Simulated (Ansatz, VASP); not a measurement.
## CaSe: VASP beside Ansatz

```
CELL_PARAMETERS angstrom
0.00000 2.96754 2.90967
2.96754 0.00000 2.90967
2.96754 2.96754 0.00000
ATOMIC_POSITIONS crystal
Ca 0.00000 0.00000 0.00000
Se 0.50000 0.50000 0.50000
```

Change from the starting cell: uniaxial_z strain -1.9%.

Alike in both runs: task single point; functional PBE; k mesh 8 × 8 × 8; occupations fermi-dirac, width 0.02 eV; no spin polarisation.

|  | VASP | Ansatz |
| --- | --- | --- |
| version | VASP 6.6.1 | Ansatz 0.2.0 |
| potentials or method | VASP PAW PBE potentials, release 64 (Ca_sv, Se) | plane waves, PAW |
| plane-wave cutoff (eV) | 500 | 420 |
| valence electrons in the cell | 16 | 26 |

|  | VASP | Ansatz | Ansatz less VASP |
| --- | --- | --- | --- |
| gap on the k mesh at the Fermi level (eV) | 1.99 | 2.00 | +0.011 |
| pressure (GPa) | 1.8 | 1.6 | -0.18 |
| traceless stress, the component that is largest in VASP (GPa) | 1.37 | 1.35 | -0.022 |

The functional is the same, so the differences come from potentials, cutoffs and numerics. VASP's potentials hold 16 valence electrons a cell and Ansatz's 26, so a difference there can come from the potentials and not from the codes.
